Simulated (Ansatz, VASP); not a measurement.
One calculation of C, two programs

File INCAR:

```
SYSTEM = C
PREC = Accurate ; ENCUT = 600
EDIFF = 1E-6 ; ISMEAR = -1
SIGMA = 0.05 ; LREAL = .FALSE.
LASPH = .TRUE. ; NELM = 100
ALGO = Normal ; ISIF = 3
LWAVE = .FALSE. ; LCHARG = .FALSE.
GGA = B5 ; ALDAX = 1.0
AGGAX = 1.0 ; AGGAC = 1.0
ALDAC = 0.0 ; IVDW = 13
VDW_S6 = 1.0 ; VDW_S8 = 2.34076671
VDW_A1 = 0.44488865 ; VDW_A2 = 4.0933009
IBRION = 2 ; NSW = 80
EDIFFG = -0.01
```

Contents of KPOINTS:

```
regular mesh
0
G
  13 13 13
  0 0 0
```

File POSCAR:

```
C
1.0
    0.0000000000      1.7833700000      1.7833700000
    1.7833700000      0.0000000000      1.7833700000
    1.7833700000      1.7833700000      0.0000000000
C
2
Direct
    0.7500000000      0.7500000000      0.7500000000
    0.5000000000      0.5000000000      0.5000000000
```

input.yaml

```yaml
crystal:
  lattice:
    - [0.0, 1.78337, 1.78337]
    - [1.78337, 0.0, 1.78337]
    - [1.78337, 1.78337, 0.0]
  atoms:
    - { symbol: C, position: [0.75, 0.75, 0.75] }
    - { symbol: C, position: [0.5, 0.5, 0.5] }
kpoints:
  mp_grid: { grid: [13, 13, 13] }
scf:
  occupations: { method: fermi_dirac, width: 0.05 }
hamiltonian:
  xc: blyp
  dispersion: d4
  pseudopotentials: { kind: all_electron, lapw: { basis_error: 0.001 } }
output:
  forces: true
  stress: true
relax:
  f_tol: 0.01
  max_steps: 60
  cell: {}
```

Alike in both runs: task relaxation of cell and atoms; functional BLYP; dispersion D4; k mesh 13 × 13 × 13; occupations fermi-dirac, width 0.05 eV; no spin polarisation.

```csv
,VASP,Ansatz
version,VASP 6.6.1,Ansatz 0.2.0
potentials or method,"VASP PAW PBE potentials, release 64 (C), cutoff 600 eV","all-electron LAPW, scalar-relativistic"
```

|  | VASP | Ansatz | Ansatz less VASP |
| --- | --- | --- | --- |
| relaxed volume (Å³/atom) | 5.68 | 5.68 | +0.002 |
| relaxed cell length with the largest relative difference (Å) | 2.523 | 2.523 | +0.0003 |

VASP's potentials were made for PBE, not for BLYP. Ansatz ran all-electron here, and VASP with PAW potentials.
